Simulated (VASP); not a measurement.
Write the native input for VASP 6.6.1 that does the following.

```
Task                    : single point
Functional              : pbe exchange, lyp correlation
Potentials or basis     : VASP PAW PBE potentials, release 64 (Cd, S)
Cutoff                  : 400 eV
k mesh                  : 5 × 5 × 3
Occupations             : methfessel-paxton, width 0.15 eV
Spin                    : non-collinear spin, typed start
Starting moments        : [[0.289, 0.289, 0.289], [0.289, 0.289, 0.289], [0.0, 0.0, 0.0], [0.0, 0.0, 0.0]] μB
Dipole correction       : no
k mesh for the DOS      : 8 × 8 × 5
Occupations for the DOS : tetrahedron
Further INCAR settings  : ALGO = Normal; EDIFF = 1e-06; NBANDS = 50
```

The system is CdS.

```xyz
4
Lattice="4.1500 0.0000 0.0000 -2.0750 3.5940 0.0000 0.0000 0.0000 6.7370" Properties=species:S:1:pos:R:3 pbc="T T T"
Cd    2.0750    1.1980    3.3685
Cd    0.0000    2.3960    0.0000
S     2.0750    1.1980    5.8949
S     0.0000    2.3960    2.5264
```

The input as run:

POSCAR

```
CdS
1.0
    4.1500000000      0.0000000000      0.0000000000
   -2.0750000000      3.5940054257      0.0000000000
    0.0000000000      0.0000000000      6.7370000000
Cd S
2 2
Direct
    0.6666666667      0.3333333333      0.5000000000
    0.3333333333      0.6666666667      0.0000000000
    0.6666666667      0.3333333333      0.8750000000
    0.3333333333      0.6666666667      0.3750000000
```

INCAR.step1

```
SYSTEM = CdS
PREC = Accurate
ENCUT = 400
EDIFF = 1E-6
ISMEAR = 1
SIGMA = 0.15
LREAL = .FALSE.
LASPH = .TRUE.
NELM = 200
ALGO = Normal
ISIF = 2
LWAVE = .FALSE.
LCHARG = .TRUE.
LNONCOLLINEAR = .TRUE.
MAGMOM = 0.289 0.289 0.289 0.289 0.289 0.289 0 0 0 0 0 0
GGA = LIBXC
LIBXC1 = GGA_X_PBE
LIBXC2 = GGA_C_LYP
NBANDS = 50
GGA_COMPAT = .FALSE.
NEDOS = 2001
LORBIT = 11
```

KPOINTS.step1

```
Automatic mesh
0
G
  5 5 3
  0 0 0
```

INCAR.step2

```
SYSTEM = CdS
PREC = Accurate
ENCUT = 400
EDIFF = 1E-6
ISMEAR = -5
SIGMA = 0.15
LREAL = .FALSE.
LASPH = .TRUE.
NELM = 200
ALGO = Normal
ISIF = 2
LWAVE = .FALSE.
LCHARG = .FALSE.
LNONCOLLINEAR = .TRUE.
MAGMOM = 0.289 0.289 0.289 0.289 0.289 0.289 0 0 0 0 0 0
LORBIT = 10
GGA = LIBXC
LIBXC1 = GGA_X_PBE
LIBXC2 = GGA_C_LYP
NBANDS = 50
NEDOS = 1001
ICHARG = 11
GGA_COMPAT = .FALSE.
```

KPOINTS.step2

```
Automatic mesh
0
G
  8 8 5
  0 0 0
```

Potentials or basis: VASP PAW PBE potentials, release 64 (Cd, S).

Run with:

```sh
$ cat potpaw_PBE.64/Cd/POTCAR potpaw_PBE.64/S/POTCAR > POTCAR
$ cp INCAR.step1 INCAR
$ cp KPOINTS.step1 KPOINTS
$ mpirun -np 1 vasp_ncl > vasp.out
$ cp INCAR.step2 INCAR
$ cp KPOINTS.step2 KPOINTS
$ mpirun -np 1 vasp_ncl > vasp.out
```

Results of the run:

* Net moment: 0.00 μB per cell
* Valence electrons inside the program's atomic spheres: Cd 10.32; S 3.75

It took 14 min on 1 thread of Intel(R) Xeon(R) 6975P-C (Granite Rapids), with other jobs on the host, peak memory 1.3 GiB.
